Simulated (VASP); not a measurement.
## MgO: single point with LDA

**Measured values to compare with.**

From “Electronic structure of alkaline earth and post-transition metal oxides”, 2009, arxiv:0908.1581, for a bulk crystal of MgO: band gap 7.83 eV.

The system is MgO.

```
Mg O
1.0
     4.16071    0.00000    0.00000
     0.00000   -4.16071    0.00000
     0.00000    0.00000   -4.16071
Mg O
4 4
Cartesian
  0.0000 -4.1607 -4.1607
  2.0804 -2.0804 -4.1607
  2.0804 -4.1607 -2.0804
  0.0000 -2.0804 -2.0804
  2.0804 0.0000 0.0000
  0.0000 -2.0804 0.0000
  0.0000 0.0000 -2.0804
  2.0804 -2.0804 -2.0804
```

* Program: VASP 6.6.1
* Task: single point
* Functional: LDA
* Potentials or basis: VASP PAW LDA potentials, release 64 (Mg, O)
* Cutoff: 520 eV
* k mesh: 6 × 6 × 6
* Occupations: gaussian, width 0.05 eV
* Spin: no spin polarisation

- Pressure: -1.9 GPa
- Band gap on the k mesh: 5.02 eV

Levels at points of the mesh, in eV from the valence-band top:
| k point | band 12 | band 13 | band 14 | band 15 | band 16 | band 17 | band 18 | band 19 | band 20 | band 21 |
| --- | --- | --- | --- | --- | --- | --- | --- | --- | --- | --- |
| (0.00, 0.00, 0.00) | -1.43 | -1.43 | 0.00 | 0.00 | 0.00 | 5.02 | 8.92 | 8.92 | 8.92 | 10.10 |
| (0.50, 0.00, 0.00) | -1.88 | -0.78 | -0.78 | -0.78 | -0.78 | 8.33 | 8.33 | 11.01 | 11.01 | 11.69 |
| (0.50, 0.50, 0.00) | -2.13 | -0.71 | -0.71 | -0.71 | -0.71 | 9.67 | 9.67 | 9.67 | 9.67 | 11.81 |
| (0.50, 0.50, 0.50) | -0.71 | -0.71 | -0.71 | -0.71 | -0.71 | 7.97 | 7.97 | 7.97 | 7.97 | 12.82 |

Wall time 21 s on 1 thread of Intel(R) Xeon(R) Platinum 8488C (Sapphire Rapids), on a shared host, peak memory 0.16 GiB.

A measured gap of MgO is 7.83 eV (quoted in “Electronic structure of alkaline earth and post-transition metal oxides”, 2009, arxiv:0908.1581); the calculated 5.02 eV misses it by -2.81 eV. The value is that of LDA, without temperature or zero-point motion. Semilocal functionals fall short of measured gaps as a rule.
